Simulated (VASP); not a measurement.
# SiO2 (P6_422) in VASP: notebook, part 2 of 2

VASP 6.6.1. Earlier steps stand in the parts before.

## (3) Single point, r2SCAN (strain +0.0525 x Voigt [1, 1, 0, 0, 0, 0])

File POSCAR:

```
SiO2
1.0
    5.3253109066      0.0000000000      0.0000000000
   -2.6626554533      4.6118545282      0.0000000000
    0.0000000000      0.0000000000      5.5410855913
Si O
3 6
Direct
    0.0000000000      0.5000000000      0.3333333333
    0.5000000000      0.5000000000      0.6666666667
    0.5000000000      0.0000000000      0.0000000000
    0.5834989524      0.7917494762      0.8333333333
    0.7917494762      0.5834989524      0.5000000000
    0.7917494762      0.2082505238      0.1666666667
    0.4165010476      0.2082505238      0.8333333333
    0.2082505238      0.4165010476      0.5000000000
    0.2082505238      0.7917494762      0.1666666667
```

File INCAR.step1:

```
SYSTEM = SiO2
  PREC = Accurate
  ENCUT = 520
  ISMEAR = 0
  SIGMA = 0.05
  LREAL = .False.
  LASPH = .True.
  NELM = 60
  NBANDS = 34
  GGA = PE
  ALGO = Normal
  EDIFF = 1E-4
  LWAVE = .True.
  LCHARG = .False.
```

File INCAR.step2:

```
SYSTEM = SiO2
  PREC = Accurate
  ENCUT = 520
  EDIFF = 1E-6
  ISMEAR = 0
  SIGMA = 0.05
  LREAL = .False.
  LASPH = .True.
  NELM = 60
  ALGO = Normal
  ISIF = 2
  LWAVE = .False.
  LCHARG = .False.
  METAGGA = R2SCAN
  LMIXTAU = .True.
  NBANDS = 34
  ISTART = 1
```

File KPOINTS:

```
regular mesh
0
Gamma
  6 6 4
  0 0 0
```

Potentials or basis: VASP PAW PBE potentials, release 64 (Si, O).

On the command line:

```bash
$ cat potpaw_PBE.64/Si/POTCAR potpaw_PBE.64/O/POTCAR > POTCAR
$ cp INCAR.step1 INCAR
$ mpirun -np 1 vasp_std > vasp.out
$ cp INCAR.step2 INCAR
$ mpirun -np 1 vasp_std > vasp.out
```

It took 8.1 min on 1 thread of Intel Xeon Platinum 8259CL at 2.50GHz (Skylake/Cascade Lake), shared host; peak memory 0.29 GiB.

Results (log left out):

| Property | Result |
| --- | --- |
| Free energy | -88.6087 eV |
| Pressure | -15.9 GPa |
| Largest force | 0.765 eV/Å |
| Band gap on the k mesh | 5.60 eV (least direct gap 5.89 eV) |

Forces on the atoms (eV/Å):
```
Si   0.000  0.000  0.000
Si   0.000  0.000  0.000
Si   0.000  0.000  0.000
O   -0.663 -0.383  0.000
O    0.000 -0.765  0.000
O   -0.663  0.383  0.000
O    0.663  0.383  0.000
O    0.000  0.765  0.000
O    0.663 -0.383  0.000
```

Stress tensor (GPa, compression positive):
```
-17.32   0.00   0.00
  0.00 -17.32   0.00
  0.00   0.00 -13.03
```

Levels at points of the mesh, in eV from the valence-band top:
```csv
k point,band 22,band 23,band 24,band 25,band 26,band 27
"(0.00, 0.00, 0.00)",-0.39,-0.39,-0.28,5.60,9.15,9.15
"(0.50, 0.00, 0.00)",-0.85,-0.27,0.00,7.62,8.46,9.67
"(0.00, 0.00, 0.50)",-0.21,-0.05,-0.05,7.49,7.49,8.96
"(0.50, 0.00, 0.50)",-0.63,-0.57,-0.36,8.05,8.99,9.55
```

Caveat: the cell differs from its parent crystal (strain +0.0525 x Voigt [1, 1, 0, 0, 0, 0]); the cell stands under tension; the PAW data sets were made with another functional, which shifts forces and pressure a little. A k mesh can miss the band edges.

## (4) Single point, r2SCAN (strain +0.0600 x Voigt [1, 1, 0, 0, 0, 0])

POSCAR: that of step 3 with these lines changed.

```diff
@@ -2,4 +2,4 @@
 1.0
-    5.3253109066      0.0000000000      0.0000000000
-   -2.6626554533      4.6118545282      0.0000000000
+    5.3632584903      0.0000000000      0.0000000000
+   -2.6816292451      4.6447180997      0.0000000000
     0.0000000000      0.0000000000      5.5410855913
```

File INCAR.step1:

```
SYSTEM = SiO2
PREC = Accurate
ENCUT = 520
ISMEAR = 0
SIGMA = 0.05
LREAL = .False.
LASPH = .True.
NELM = 100
NBANDS = 34
GGA = PE
ALGO = Normal
EDIFF = 1E-4
LWAVE = .True.
LCHARG = .False.
```

File INCAR.step2:

```
SYSTEM = SiO2
PREC = Accurate
ENCUT = 520
EDIFF = 1E-6
ISMEAR = 0
SIGMA = 0.05
LREAL = .False.
LASPH = .True.
NELM = 100
ALGO = Normal
ISIF = 2
LWAVE = .False.
LCHARG = .False.
METAGGA = R2SCAN
LMIXTAU = .True.
NBANDS = 34
ISTART = 1
```

KPOINTS is that of step 3.

Potentials or basis: VASP PAW PBE potentials, release 64 (Si, O).

On the command line:

```bash
$ cat potpaw_PBE.64/Si/POTCAR potpaw_PBE.64/O/POTCAR > POTCAR
$ cp INCAR.step1 INCAR
$ mpirun -np 1 vasp_std > vasp.out
$ cp INCAR.step2 INCAR
$ mpirun -np 1 vasp_std > vasp.out
```

OUTCAR:

```text
SYSTEM = SiO2
   PREC = Accurate
   ENCUT = 520
   EDIFF = 1E-6
   ISMEAR = 0
   LREAL = .False.
   LASPH = .True.
   NELM = 100
   ISIF = 2
   METAGGA = R2SCAN
   ISTART = 1

 ion  position               nearest neighbor table
   1  0.000  0.500  0.333-   6 1.67   9 1.67   8 1.67   5 1.67
   2  0.500  0.500  0.667-   4 1.67   7 1.67   5 1.67   8 1.67
   3  0.500  0.000  0.000-   4 1.67   7 1.67   6 1.67   9 1.67
   4  0.583  0.792  0.833-   2 1.67   3 1.67
   5  0.792  0.583  0.500-   1 1.67   2 1.67
   6  0.792  0.208  0.167-   1 1.67   3 1.67
   7  0.417  0.208  0.833-   2 1.67   3 1.67
   8  0.208  0.417  0.500-   1 1.67   2 1.67
[... 990 lines left out ...]
  in kB     -192.5777369   -192.5777369   -143.2758459     -0.0000000      0.0000000      0.0000000
  external PRESSURE =    -176.1437732 kB  Pullay stress =       0.0000000 kB

 VOLUME and BASIS-vectors are now :
 -----------------------------------------------------------------------------
  energy-cutoff  :      520.00
  volume of cell :      138.03
      direct lattice vectors                 reciprocal lattice vectors
     5.363258490  0.000000000  0.000000000     0.186453814  0.107649160  0.000000000
    -2.681629245  4.644718100  0.000000000     0.000000000  0.215298319  0.000000000
     0.000000000  0.000000000  5.541085591     0.000000000  0.000000000  0.180470051

 POSITION                                       TOTAL-FORCE (eV/Angst)
 -----------------------------------------------------------------------------------
     -1.34081      2.32236      1.84703         0.000000     -0.000000      0.000000
      1.34081      2.32236      3.69406         0.000000     -0.000000     -0.000000
      2.68163      0.00000      0.00000         0.000000     -0.000000     -0.000000
      1.00628      3.67745      4.61757        -0.735972     -0.424914      0.000000
      2.68163      2.71019      2.77054        -0.000000     -0.849827      0.000000
      3.68791      0.96726      0.92351        -0.735972      0.424914     -0.000000
      1.67535      0.96726      4.61757         0.735972      0.424914     -0.000000
      0.00000      1.93453      2.77054         0.000000      0.849827      0.000000
     -1.00628      3.67745      0.92351         0.735972     -0.424914     -0.000000
 -----------------------------------------------------------------------------------
    total drift:                                0.000000     -0.000000     -0.000001

  FREE ENERGIE OF THE ION-ELECTRON SYSTEM (eV)
  ---------------------------------------------------
  free  energy   TOTEN  =       -88.3887763653 eV

  energy  without entropy=      -88.3887763653  energy(sigma->0) =      -88.38877637
```

OUTCAR.step1:

```text
SYSTEM = SiO2
   PREC = Accurate
   ENCUT = 520
   ISMEAR = 0
   LREAL = .False.
   LASPH = .True.
   NELM = 100
[... 1022 lines left out ...]
      1.67535      0.96726      4.61757         0.527776      0.304712      0.000000
      0.00000      1.93453      2.77054         0.000000      0.609424     -0.000000
     -1.00628      3.67745      0.92351         0.527776     -0.304712     -0.000000
 -----------------------------------------------------------------------------------
    total drift:                                0.000000     -0.000000     -0.000001

  FREE ENERGIE OF THE ION-ELECTRON SYSTEM (eV)
  ---------------------------------------------------
  free  energy   TOTEN  =       -70.5515800399 eV

  energy  without entropy=      -70.5515800399  energy(sigma->0) =      -70.55158004
```

OSZICAR.step1:

```text
N       E                     dE             d eps       ncg     rms          rms(c)
DAV:   1     0.287458334028E+03    0.28746E+03   -0.24111E+04  1428   0.127E+03
DAV:   2    -0.572225442160E+02   -0.34468E+03   -0.33141E+03  1876   0.294E+02
DAV:   3    -0.794394041633E+02   -0.22217E+02   -0.22095E+02  1826   0.793E+01
DAV:   4    -0.797166007853E+02   -0.27720E+00   -0.27685E+00  1776   0.990E+00
DAV:   5    -0.797210305963E+02   -0.44298E-02   -0.44265E-02  1820   0.123E+00    0.228E+01
DAV:   6    -0.704902637919E+02    0.92308E+01   -0.35888E+01  1694   0.310E+01    0.106E+01
DAV:   7    -0.705341145559E+02   -0.43851E-01   -0.92197E-01  1672   0.486E+00    0.400E+00
DAV:   8    -0.705372801633E+02   -0.31656E-02   -0.34522E-02  1784   0.150E+00    0.164E+00
DAV:   9    -0.705498727475E+02   -0.12593E-01   -0.24429E-02  1592   0.121E+00    0.356E-01
DAV:  10    -0.705518042220E+02   -0.19315E-02   -0.49393E-03  1696   0.350E-01    0.129E-01
DAV:  11    -0.705515677709E+02    0.23645E-03   -0.13492E-03  1752   0.204E-01    0.225E-02
DAV:  12    -0.705515800399E+02   -0.12269E-04   -0.34848E-05  1014   0.342E-02
   1 F= -.70551580E+02 E0= -.70551580E+02  d E =-.655836E-17
```

Wall time 7.9 min (1 thread of Intel Xeon Platinum 8259CL at 2.50GHz (Skylake/Cascade Lake), shared host); peak memory 0.3 GiB.

What came out:

* Free energy: -88.3888 eV
* Pressure: -17.6 GPa
* Largest force: 0.850 eV/Å
* Band gap on the k mesh: 5.48 eV (least direct gap 5.77 eV)

Forces on the atoms (eV/Å):
```
Si   0.000  0.000  0.000
Si   0.000  0.000  0.000
Si   0.000  0.000  0.000
O   -0.736 -0.425  0.000
O    0.000 -0.850  0.000
O   -0.736  0.425  0.000
O    0.736  0.425  0.000
O    0.000  0.850  0.000
O    0.736 -0.425  0.000
```

Stress tensor (GPa, compression positive):
```
-19.26   0.00   0.00
  0.00 -19.26   0.00
  0.00   0.00 -14.33
```

Levels at points of the mesh, in eV from the valence-band top:
```csv
k point,band 20,band 21,band 22,band 23,band 24,band 25,band 26,band 27,band 28,band 29
"(0.00, 0.00, 0.00)",-0.83,-0.83,-0.38,-0.38,-0.29,5.48,9.04,9.04,9.37,9.37
"(0.50, 0.00, 0.00)",-1.04,-0.98,-0.83,-0.27,0.00,7.48,8.33,9.55,9.62,9.82
"(0.00, 0.00, 0.50)",-1.51,-1.11,-0.20,-0.05,-0.05,7.37,7.37,8.89,10.21,10.21
"(0.50, 0.00, 0.50)",-1.06,-0.81,-0.61,-0.56,-0.36,7.84,8.83,9.49,9.59,9.87
```

Caveat: the cell differs from its parent crystal (strain +0.0600 x Voigt [1, 1, 0, 0, 0, 0]); the cell stands under tension; the PAW data sets were made with another functional, which shifts forces and pressure a little.

## (5) Summary

```csv
cell,gap on the mesh (eV),pressure (GPa),largest force (eV/Å)
"a = 5.287, b = 5.287, c = 5.541 Å, angles 90.0, 90.0, 120.0°, 9 atoms",5.72,-14.0,0.68
"a = 5.325, b = 5.325, c = 5.541 Å, angles 90.0, 90.0, 120.0°, 9 atoms",5.60,-15.9,0.77
"a = 5.363, b = 5.363, c = 5.541 Å, angles 90.0, 90.0, 120.0°, 9 atoms",5.48,-17.6,0.85
```

Alike in all rows: task single point; level r2SCAN; potentials or basis VASP PAW PBE potentials, release 64 (Si, O); no spin polarisation; k mesh 6 × 6 × 4; cutoff (eV) 520; smearing gaussian 0.05 eV.

Caveats: the cell stands under tension; the PAW data sets were made with another functional, which shifts forces and pressure a little.

Absolute energies hang on the potentials; compare differences alone.
